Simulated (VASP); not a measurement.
Write the native input for VASP 6.6.1 that does the following.

* Task: electric field gradients
* Functional: LDA
* Potentials or basis: VASP PAW LDA potentials, release 64 (Nb_sv, As)
* Cutoff: 520 eV
* k mesh: 15 × 15 × 15
* Occupations: fermi-dirac, width 0.08 eV
* Spin: no spin polarisation
* Dipole correction: no
* Further INCAR settings: ALGO = Normal; EDIFF = 1e-08; NBANDS = 26

The structure of NbAs lies in POSCAR:

```
NbAs
1.0
   -1.7258500000      1.7258500000      5.8400000000
    1.7258500000     -1.7258500000      5.8400000000
    1.7258500000      1.7258500000     -5.8400000000
Nb As
2 2
Direct
    0.7500000000      0.7500000000      0.0000000000
    0.5000000000      0.0000000000      0.5000000000
    0.1660000000      0.1660000000      0.0000000000
    0.9160000000      0.4160000000      0.5000000000
```

One way to write it, as run:

INCAR

```
PREC = Accurate
ENCUT = 520
EDIFF = 1E-8
ISMEAR = -1
SIGMA = 0.08
LREAL = False
LASPH = True
NELM = 100
ALGO = Normal
ISIF = 2
LWAVE = False
LCHARG = False
LEFG = True
NBANDS = 26
```

KPOINTS

```
Automatic mesh
0
Gamma
  15 15 15
```

Potentials or basis: VASP PAW LDA potentials, release 64 (Nb_sv, As).

Launch:

```sh
$ cat potpaw_LDA.64/Nb_sv/POTCAR potpaw_LDA.64/As/POTCAR > POTCAR
$ mpirun -np 1 vasp_std > vasp.out
```

Results of the run:

* Pressure: -5.2 GPa
* Largest force: 0.276 eV/Å
* Band gap on the k mesh: zero (bands 18 and 19 overlap by 0.03 eV)
* Largest electric field gradient by atom: Nb +16.3; As +25.0 V/Å²

Caveat: the cell stands under tension; without QUAD_EFG the Cq values of the log hold for a quadrupole moment of 1 mb, not for the nuclei.

Run time: 16 min on 1 thread of Intel(R) Xeon(R) Platinum 8259CL CPU @ 2.50GHz (Skylake/Cascade Lake), on a shared host, peak memory 0.6 GiB.
